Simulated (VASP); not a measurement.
# As (P6_3/mmc) in VASP: a series of runs

The runs below take As through relaxation of cell and atoms, single point, with PBE.

Program: VASP 6.6.1. These are calculated values, not measurements. Logs are shortened: lines on timing, memory, paths and dates and some standing lists are left out, and cuts for length are marked.

## (1) The cell of the first run

Symmetry: P6_3/mmc, No. 194, hexagonal system. The conventional cell has a = 2.564 Å, b = 2.564 Å, c = 4.070 Å, α = 90.00°, β = 90.00°, γ = 120.00°. Within 3.3 Å of As (site symmetry -6m2) lie 12 As at 2.52 to 2.56 Å.

## (2) Relaxation of cell and atoms, PBE, target pressure 120 GPa, at which the enthalpy is minimised

The input, INCAR:

```
ALGO = Normal ; EDIFF = 1E-6
EDIFFG = -0.005 ; ENCUT = 600
GGA = PE ; IBRION = 2
ISIF = 3 ; ISMEAR = -1
LASPH = T ; LCHARG = F
LREAL = F ; LWAVE = F
NELM = 60 ; NSW = 32
PREC = Accurate ; PSTRESS = 1200.0
SIGMA = 0.05
```

The input, KPOINTS:

```
k-points
0
Gamma
  17 17 9
```

The input, POSCAR:

```
As
1.0
    2.5641950219      0.0000000000      0.0000000000
   -1.2820975110      2.2206580293      0.0000000000
    0.0000000000      0.0000000000      4.0702959788
As
2
Direct
    0.3333333333      0.6666666667      0.2500000000
    0.6666666667      0.3333333333      0.7500000000
```

Potentials or basis: VASP PAW PBE potentials, release 64 (As).

Started as:

```sh
> cat potpaw_PBE.64/As/POTCAR > POTCAR
> mpirun -np 1 vasp_std > vasp.out
```

OUTCAR:

```text
EDIFF = 1E-6
   EDIFFG = -0.005
   ENCUT = 600
   GGA = PE
   IBRION = 2
   ISIF = 3
   ISMEAR = -1
   LASPH = T
   LREAL = F
   NELM = 60
   NSW = 32
   PREC = Accurate
   PSTRESS = 1200.0

 ion  position               nearest neighbor table
   1  0.333  0.667  0.250-   2 2.52   2 2.52   2 2.52   2 2.52   2 2.52   2 2.52
   2  0.667  0.333  0.750-   1 2.52   1 2.52   1 2.52   1 2.52   1 2.52   1 2.52

  LATTYP: Found a hexagonal cell.
 ALAT       =     2.5641950219
 C/A-ratio  =     1.5873581939

  Lattice vectors:

 A1 = (   2.5641950219,   0.0000000000,   0.0000000000)
 A2 = (  -1.2820975110,   2.2206580293,   0.0000000000)
 A3 = (   0.0000000000,   0.0000000000,   4.0702959788)

Analysis of symmetry for initial positions (statically):
=====================================================================
 Subroutine PRICEL returns:
 Original cell was already a primitive cell.

 Routine SETGRP: Setting up the symmetry group for a
 hexagonal supercell.

 Subroutine GETGRP returns: Found 24 space group operations
 (whereof 12 operations were pure point group operations)
 out of a pool of 24 trial point group operations.

The static configuration has the point symmetry D_3d.
 The point group associated with its full space group is D_6h.

Analysis of symmetry for dynamics (positions and initial velocities):
=====================================================================
 Subroutine PRICEL returns:
 Original cell was already a primitive cell.

 Routine SETGRP: Setting up the symmetry group for a
 hexagonal supercell.

 Subroutine GETGRP returns: Found 24 space group operations
 (whereof 12 operations were pure point group operations)
 out of a pool of 24 trial point group operations.

The dynamic configuration has the point symmetry D_3d.
 The point group associated with its full space group is D_6h.

 Subroutine INISYM returns: Found 24 space group operations
 (whereof 12 operations are pure point group operations),
 and found     1 'primitive' translations

----------------------------------------------------------------------------------------

                                     Primitive cell

  volume of cell :      23.1771

  direct lattice vectors                    reciprocal lattice vectors
     2.564195022  0.000000000  0.000000000     0.389985938  0.225158486  0.000000000
    -1.282097511  2.220658029  0.000000000     0.000000000  0.450316972  0.000000000
     0.000000000  0.000000000  4.070295979     0.000000000  0.000000000  0.245682379
[... 92 lines left out ...]
   POTIM  = 0.5000    time-step for ionic-motion
   TEBEG  =    0.0;   TEEND  =   0.0 temperature during run
   PSTRESS= 1200.0 pullay stress
   NELECT =      10.0000    total number of electrons
   NUPDOWN=      -1.0000    fix difference up-down
   EMIN   =  10.00;   EMAX   =-10.00  energy-range for DOS
   EFERMI =   0.00;   METHOD = LEGACY
   ISMEAR =    -1;   SIGMA  =   0.05  broadening in eV -4-tet -1-fermi 0-gaus
   EFERMI_NEDOS =   21; number of points for ismear=-14 and -15
   IALGO  =     38    algorithm
   IMIX   =      4    mixing-type and parameters
     AMIX     =   0.40;   BMIX     =  1.00
     AMIX_MAG =   1.60;   BMIX_MAG =  1.00
  volume/ion in A,a.u.               =      11.59        78.20
  Fermi-wavevector in a.u.,A,eV,Ry     =   1.237054  2.337693 20.821024  1.530302
  Thomas-Fermi vector in A             =   2.371637
   LORBIT       =      0    0 simple, 1 ext, 2 COOP (PROOUT), +10 PAW based schemes
   GGA     = PE    functional components
   LHFCALC =     F    Hartree Fock is set to
   AEXX    =    0.0000 exact exchange contribution
   IVDW    =     0    specifies the selected vdW correction
   LEPSILON=     F    determine dielectric tensor
   LRPA    =     F    only Hartree local field effects (RPA)
 conjugate gradient relaxation of ions
 non-spin polarized calculation
  energy-cutoff  :      600.00
  volume of cell :       23.18
 maximum number of plane-waves:       786
   NGX = 11   NGY = 11   NGZ = 17

--------------------------------------- Ionic step        1  -------------------------------------------

 number of electron      10.0000001 magnetization

 Free energy of the ion-electron system (eV)
  ---------------------------------------------------
  ext. energy  EPLUGINS =         0.00000000
  ---------------------------------------------------
  free energy    TOTEN  =        -4.59881740 eV

  energy without entropy =       -4.59255097  energy(sigma->0) =       -4.59568418

------------------------ aborting loop because EDIFF is reached ----------------------------------------

  FORCE on cell =-STRESS in cart. coord.  units (eV):
  Direction    XX          YY          ZZ          XY          YZ          ZX
  --------------------------------------------------------------------------------------
  -------------------------------------------------------------------------------------
  Total       17.7925419     17.7925419     17.8407476     -0.0000000      0.0000000      0.0000000
  in kB     1229.9567836   1229.9567837   1233.2891294     -0.0000000      0.0000000      0.0000000
  external PRESSURE =      31.0675656 kB  Pullay stress =    1200.0000000 kB
[... 63 lines left out ...]
--------------------------------------- Ionic step        3  -------------------------------------------

 number of electron      10.0000001 magnetization

 Free energy of the ion-electron system (eV)
  ---------------------------------------------------
  ext. energy  EPLUGINS =         0.00000000
  ---------------------------------------------------
  free energy    TOTEN  =        -4.70728520 eV

  energy without entropy =       -4.70101139  energy(sigma->0) =       -4.70414829

 E-fermi :  13.4860     XC(G=0): -13.0617

 val. band max:       13.4788236545   @ k =   0.1176   0.1176   0.2222
 cond. band min:      13.5042238673   @ k =   0.2353   0.2353   0.2222
 fundamental gap:      0.0254002129
 Fermi energy:        13.4859558920

 k-point     1 :       0.0000    0.0000    0.0000
  band No.  band energies     occupation
      1      -7.3852      2.00000
      2       1.3284      2.00000
      3       2.3897      2.00000
      4      20.0285      0.00000
      5      20.0285      0.00000
      6      22.8198      0.00000
      7      22.8198      0.00000
      8      25.3362      0.00000
      9      25.9580      0.00000
[... 265 lines left out ...]
 k-point    24 :       0.1765    0.1765    0.0000
  band No.  band energies     occupation
      1      -4.5165      2.00000
      2       4.0329      2.00000
      3       5.3056      2.00000
      4       9.3687      2.00000
      5      10.7398      2.00000
      6      17.7182      0.00000
      7      18.2445      0.00000
      8      18.3243      0.00000
      9      21.9622      0.00000

 [... further k-points ...]
[... 5 lines left out ...]
  --------------------------------------------------------------------------------------
  -------------------------------------------------------------------------------------
  Total       17.4602331     17.4602331     17.4609303     -0.0000000      0.0000000      0.0000000
  in kB     1199.5829115   1199.5829116   1199.6308101     -0.0000000      0.0000000      0.0000000
  external PRESSURE =      -0.4011223 kB  Pullay stress =    1200.0000000 kB
[... 21 lines left out ...]
  energy  without entropy=       -4.7010113920  energy(sigma->0) =       -4.70414829

  enthalpy is  TOTEN    =        12.7590187120 eV   P V=       17.4663039092

 reached required accuracy - stopping structural energy minimisation
```

OSZICAR:

```text
N       E                     dE             d eps       ncg     rms          rms(c)
DAV:   1     0.346522371637E+02    0.34652E+02   -0.53763E+03  2970   0.112E+03
DAV:   2    -0.372671800848E+01   -0.38379E+02   -0.36944E+02  4358   0.140E+02
[... 15 lines left out ...]
DAV:   7    -0.514584893449E+01   -0.12809E-07   -0.65923E-08  1573   0.271E-03
   2 F= 0.12784029E+02 E0= 0.12787221E+02  d E =0.236591E-01
       N       E                     dE             d eps       ncg     rms          rms(c)
DAV:   1    -0.471325142868E+01    0.43260E+00   -0.23208E-01  3281   0.321E+00    0.568E-01
DAV:   2    -0.470931420487E+01    0.39372E-02   -0.20430E-03  3205   0.464E-01    0.321E-01
DAV:   3    -0.470728498490E+01    0.20292E-02   -0.27466E-03  3149   0.361E-01    0.463E-02
DAV:   4    -0.470728519714E+01   -0.21224E-06   -0.71766E-06  3308   0.355E-02
   3 F= 0.12759019E+02 E0= 0.12762156E+02  d E =-.135129E-02
```

CONTCAR:

```text
As
   1.00000000000000
     2.5692702404718060   -0.0000000000046918    0.0000000000000000
    -1.2846351202900652    2.2250532975279564   -0.0000000000000000
    -0.0000000000000000    0.0000000000000000    4.0792483265657316
  As
     2
Direct
     0.3333333332999970    0.6666666667000030    0.2500000000000000
     0.6666666667000030    0.3333333332999970    0.7500000000000000

  0.00000000E+00  0.00000000E+00  0.00000000E+00
  0.00000000E+00  0.00000000E+00  0.00000000E+00
```

Wall time 24 s (1 thread of Intel Xeon 6975P-C (Granite Rapids), shared host); peak memory 0.17 GiB.

What came out:

- Free energy: -4.7073 eV
- Relaxed volume: 11.66 Å³/atom
- Relaxed cell: a = 2.569 Å, b = 2.569 Å, c = 4.079 Å, α = 90.00°, β = 90.00°, γ = 120.00°
- Space group after relaxing (to 0.05 Å): P6_3/mmc (No. 194)
- Energy change on relaxing (the enthalpy is what falls): -54.2 meV/atom
- Ionic steps: 3
- Pressure after relaxing: 120.0 GPa
- Band gap on the k mesh: zero (band 5 reaches 21.47 eV, above the bottom of band 6 at 7.67 eV)

Step by step:
| step | energy change (eV) | largest force (eV/Å) | pressure (GPa) | volume (Å³) |
| --- | --- | --- | --- | --- |
| 1 | 0.0000 | 0.0000 | 123.11 | 23.18 |
| 2 | -0.5470 | 0.0000 | 107.39 | 23.94 |
| 3 | -0.1085 | 0.0000 | 119.96 | 23.32 |

Final structure:
```yaml
crystal:
  lattice:
    - [2.56927, 0.00000, 0.00000]
    - [-1.28464, 2.22505, 0.00000]
    - [0.00000, 0.00000, 4.07925]
  atoms:
    - { symbol: As, position: [0.33333, 0.66667, 0.25000] }
    - { symbol: As, position: [0.66667, 0.33333, 0.75000] }
```

Caveat: the cell is relaxed towards a set pressure, so the enthalpy falls and the energy may rise.

(Part 1 of 2 ends here.)
